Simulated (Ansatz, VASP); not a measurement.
One calculation of V3MoSe8, two programs

```xyz
12
Lattice="3.3261 0.0000 0.0000 -1.6631 2.8805 0.0000 0.0000 0.0000 27.8663" Properties=species:S:1:pos:R:3 pbc="T T T"
V     0.0000    0.0000   20.9775
V     0.0000    0.0000    0.0000
V     0.0000    0.0000    6.8888
Mo    0.0000    0.0000   13.9331
Se    0.0000    1.9203   22.5604
Se    0.0000    1.9203    1.5829
Se    0.0000    1.9203    8.4721
Se    0.0000    1.9203   15.6335
Se    1.6631    0.9602   26.2834
Se    1.6631    0.9602    5.3059
Se    1.6631    0.9602   12.2327
Se    1.6631    0.9602   19.3942
```

Alike in both runs: functional PBE; k mesh 6 × 6 × 1; occupations gaussian, width 0.1 eV; collinear spin.

Ansatz relaxed the structure, and its values are those at the end. VASP's run is a single point on that final structure, the one shown.

|  | VASP | Ansatz |
| --- | --- | --- |
| version | VASP 6.6.1 | Ansatz 0.2.0 |
| potentials or method | VASP PAW PBE potentials, release 64 (V_sv, Mo_sv, Se), cutoff 520 eV | scalar-relativistic, plane waves, PAW |
| valence electrons in the cell | 101 | 181 |

VASP gave:

* gap on the k mesh at the Fermi level (eV): none
* pressure (GPa): 0.3
* rms of the force components (eV/Å): 0.014
* net moment per atom (μB): 0.15
* size of the moment on the site where the two differ most (μB): 0.65

Q: Which values does Ansatz return?

A: gap on the k mesh at the Fermi level (eV): none; pressure (GPa): 0.1; rms of the force components (eV/Å): 0.002; net moment per atom (μB): 0.15; size of the moment on the site where the two differ most (μB): 0.61.

Site moments also hang on the region over which each program counts them. A gap of «none» marks a metal or a gap that the smearing closes. VASP's potentials hold 101 valence electrons a cell and Ansatz's 181, so a difference there can come from the potentials and not from the codes.

The k mesh is coarse, so the values compare programs but aren't converged.
